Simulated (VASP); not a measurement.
# Ru (P6_3/mmc) in VASP: a series of runs, part 2 of 2

VASP 6.6.1. Earlier steps stand in the parts before.

## (3) Single point, PBE (12.11 Å³/atom)

Contents of INCAR:

```
SYSTEM = Ru
PREC = Accurate ; ENCUT = 520
EDIFF = 1E-6 ; ISMEAR = 0
SIGMA = 0.15 ; LREAL = .False.
LASPH = .True. ; NELM = 100
ALGO = Fast ; ISIF = 2
LWAVE = .False. ; LCHARG = .False.
GGA = PE ; NBANDS = 21
```

Contents of KPOINTS:

```
regular mesh
0
Gamma
  21 21 12
  0 0 0
```

Contents of POSCAR:

```
Ru
1.0
    2.7693351847      0.0000000000      0.0000000000
   -1.3846675924      2.3983146215      0.0000000000
    0.0000000000      0.0000000000      3.6469375047
Ru
2
Direct
    0.3333333333      0.6666666667      0.2500000000
    0.6666666667      0.3333333333      0.7500000000
```

Potentials or basis: VASP PAW PBE potentials, release 64 (Ru_pv).

Started as:

```sh
$ cat potpaw_PBE.64/Ru_pv/POTCAR > POTCAR
$ mpirun -np 1 vasp_std > vasp.out
```

Wall time 61 s (1 thread of Intel Xeon 6975P-C (Granite Rapids), shared host); peak memory 0.24 GiB.

The run converged. Its results:

| Item | Value |
| --- | --- |
| Free energy | -16.9593 eV |
| Pressure | 71.9 GPa |
| Band gap on the k mesh | zero (bands 14 and 15 overlap by 3.01 eV) |

Stress tensor (GPa, compression positive):
```
 40.44   0.00   0.00
  0.00  40.44   0.00
  0.00   0.00 134.74
```

Levels at points of the mesh, in eV from the Fermi level:
```
           k point  band 10  band 11  band 12  band 13  band 14  band 15  band 16  band 17  band 18  band 19
(0.00, 0.00, 0.00)    -3.56    -3.32    -3.32    -2.18    -2.18    -1.06     1.26     1.26     4.03    10.29
(0.00, 0.00, 0.50)    -4.44    -4.44    -4.44    -1.88    -1.88     1.09     1.09     1.09     1.09    10.30
```

Caveat: the cell stands under pressure.

## (4) Single point, PBE (12.11 Å³/atom)

Contents of INCAR:

```
PREC = Accurate
ENCUT = 520
EDIFF = 1E-6
ISMEAR = 0
SIGMA = 0.15
LREAL = F
LASPH = T
NELM = 60
ALGO = Fast
ISIF = 2
LWAVE = F
LCHARG = F
GGA = PE
NBANDS = 21
```

Contents of KPOINTS:

```
regular mesh
0
Gamma
  21 21 12
```

Contents of POSCAR:

```
Ru
1.0
    2.5541361845      0.0000000000      0.0000000000
   -1.2770680923      2.2119468205      0.0000000000
    0.0000000000      0.0000000000      4.2873729992
Ru
2
Direct
    0.3333333333      0.6666666667      0.2500000000
    0.6666666667      0.3333333333      0.7500000000
```

Started as:

```sh
$ cat potpaw_PBE.64/Ru_pv/POTCAR > POTCAR
$ mpirun -np 1 vasp_std > vasp.out
```

It took 62 s on 1 thread of Intel Xeon 6975P-C (Granite Rapids), shared host; peak memory 0.23 GiB.

The run converged. Its results:

- Free energy: -17.8652 eV
- Pressure: 55.4 GPa
- Band gap on the k mesh: zero (bands 14 and 15 overlap by 3.73 eV)

Stress tensor (GPa, compression positive):
```
68.58  0.00  0.00
 0.00 68.58  0.00
 0.00  0.00 29.08
```

Levels at points of the mesh, in eV from the Fermi level:
| k point | band 10 | band 11 | band 12 | band 13 | band 14 | band 15 | band 16 | band 17 | band 18 | band 19 |
| --- | --- | --- | --- | --- | --- | --- | --- | --- | --- | --- |
| (0.00, 0.00, 0.00) | -3.04 | -3.04 | -2.37 | -2.37 | -1.12 | -1.12 | 0.74 | 1.43 | 1.43 | 10.30 |
| (0.00, 0.00, 0.50) | -3.46 | -3.08 | -3.08 | -3.08 | -3.08 | 0.66 | 0.66 | 0.66 | 0.66 | 10.30 |

Caveat: the cell stands under pressure.

## (5) Single point, PBE (12.11 Å³/atom)

Contents of INCAR:

```
SYSTEM = Ru
  PREC = Accurate
  ENCUT = 520
  EDIFF = 1E-7
  ISMEAR = 0
  SIGMA = 0.15
  LREAL = .False.
  LASPH = .True.
  NELM = 100
  ALGO = Fast
  ISIF = 2
  LWAVE = .False.
  LCHARG = .False.
  GGA = PE
  NBANDS = 21
```

Contents of KPOINTS:

```
regular mesh
0
Gamma
  21 21 12
  0 0 0
```

Contents of POSCAR:

```
Ru
1.0
    2.6595547706      0.0000000000      0.0000000000
   -1.3297773853      2.3032419940      0.0000000000
    0.0000000000      0.0000000000      3.9542260329
Ru
2
Direct
    0.3333333333      0.6666666667      0.2500000000
    0.6666666667      0.3333333333      0.7500000000
```

Potentials or basis: VASP PAW PBE potentials, release 64 (Ru_pv).

Started as:

```sh
$ cat potpaw_PBE.64/Ru_pv/POTCAR > POTCAR
$ mpirun -np 1 vasp_std > vasp.out
```

OUTCAR:

```text
SYSTEM = Ru
   PREC = Accurate
   ENCUT = 520
   EDIFF = 1E-7
   ISMEAR = 0
   LREAL = .False.
   LASPH = .True.
   NELM = 100
   ISIF = 2
   GGA = PE

 ion  position               nearest neighbor table
   1  0.333  0.667  0.250-   2 2.50   2 2.50   2 2.50   2 2.50   2 2.50   2 2.50
   2  0.667  0.333  0.750-   1 2.50   1 2.50   1 2.50   1 2.50   1 2.50   1 2.50

  LATTYP: Found a hexagonal cell.
 ALAT       =     2.6595547706
 C/A-ratio  =     1.4868000000

  Lattice vectors:

 A1 = (   2.6595547706,   0.0000000000,   0.0000000000)
 A2 = (  -1.3297773853,   2.3032419940,   0.0000000000)
[... 193 lines left out ...]
      5     -27.5474      2.00000
      6     -27.3783      2.00000
[... 565 lines left out ...]
     20      25.3565      0.00000
     21      27.2732      0.00000

 [... further k-points ...]
[... 5 lines left out ...]
  --------------------------------------------------------------------------------------
  -------------------------------------------------------------------------------------
  Total        6.5927086      6.5927086     12.9582044      0.0000000      0.0000000      0.0000000
  in kB      436.0782857    436.0782857    857.1274595      0.0000000      0.0000000      0.0000000
  external PRESSURE =     576.4280103 kB  Pullay stress =       0.0000000 kB

 VOLUME and BASIS-vectors are now :
 -----------------------------------------------------------------------------
  energy-cutoff  :      520.00
  volume of cell :       24.22
      direct lattice vectors                 reciprocal lattice vectors
     2.659554771  0.000000000  0.000000000     0.376002785  0.217085309  0.000000000
    -1.329777385  2.303241994  0.000000000     0.000000000  0.434170618  0.000000000
     0.000000000  0.000000000  3.954226033     0.000000000  0.000000000  0.252893990

 POSITION                                       TOTAL-FORCE (eV/Angst)
 -----------------------------------------------------------------------------------
     -0.00000      1.53549      0.98856        -0.000000      0.000000      0.000000
      1.32978      0.76775      2.96567         0.000000      0.000000      0.000000
 -----------------------------------------------------------------------------------
    total drift:                               -0.000000      0.000000     -0.000000

  FREE ENERGIE OF THE ION-ELECTRON SYSTEM (eV)
  ---------------------------------------------------
  free  energy   TOTEN  =       -17.8386740000 eV

  energy  without entropy=      -17.8229130738  energy(sigma->0) =      -17.83079354
```

stdout:

```text
POSCAR found type information on POSCAR Ru
 POSCAR found :  1 types and       2 ions
 scaLAPACK will be used
 LDA part: xc-table for (Slater+PW92), standard interpolation
 POSCAR, INCAR and KPOINTS ok, starting setup
 FFT: planning ... GRIDC
 FFT: planning ... GRID_SOFT
 FFT: planning ... GRID
 WAVECAR not read
 entering main loop
WARNING in EDDRMM: call to ZHEGV failed, returncode =   6  3     19
WARNING in EDDRMM: call to ZHEGV failed, returncode =   8  4     20
WARNING in EDDRMM: call to ZHEGV failed, returncode =   8  4     20
WARNING in EDDRMM: call to ZHEGV failed, returncode =   8  4     20
WARNING in EDDRMM: call to ZHEGV failed, returncode =   6  3     20
```

It took 78 s on 1 thread of Intel Xeon 6975P-C (Granite Rapids), shared host; peak memory 0.24 GiB.

Results:

* Free energy: -17.8387 eV
* Pressure: 57.6 GPa
* Band gap on the k mesh: zero (bands 14 and 15 overlap by 3.76 eV)

Stress tensor (GPa, compression positive):
```
43.61  0.00  0.00
 0.00 43.61  0.00
 0.00  0.00 85.71
```

Caveat: the cell stands under pressure.

## (6) Summary

```tsv
cell	further INCAR settings	gap on the mesh (eV)	pressure (GPa)
a = 2.453, b = 2.453, c = 4.649 Å, angles 90.0, 90.0, 120.0°, 2 atoms	ALGO = Fast; EDIFF = 1e-06; NBANDS = 21	none	69.1
a = 2.769, b = 2.769, c = 3.647 Å, angles 90.0, 90.0, 120.0°, 2 atoms	ALGO = Fast; EDIFF = 1e-06; NBANDS = 21	none	71.9
a = 2.554, b = 2.554, c = 4.287 Å, angles 90.0, 90.0, 120.0°, 2 atoms	ALGO = Fast; EDIFF = 1e-06; NBANDS = 21	none	55.4
a = 2.660, b = 2.660, c = 3.954 Å, angles 90.0, 90.0, 120.0°, 2 atoms	ALGO = Fast; EDIFF = 1e-07; NBANDS = 21	none	57.6
```

Alike in all rows: task single point; level PBE; potentials or basis VASP PAW PBE potentials, release 64 (Ru_pv); no spin polarisation; k mesh 21 × 21 × 12; cutoff (eV) 520; smearing gaussian 0.15 eV.

Caveats: the cell stands under pressure.

Absolute energies hang on the potentials; compare differences alone.
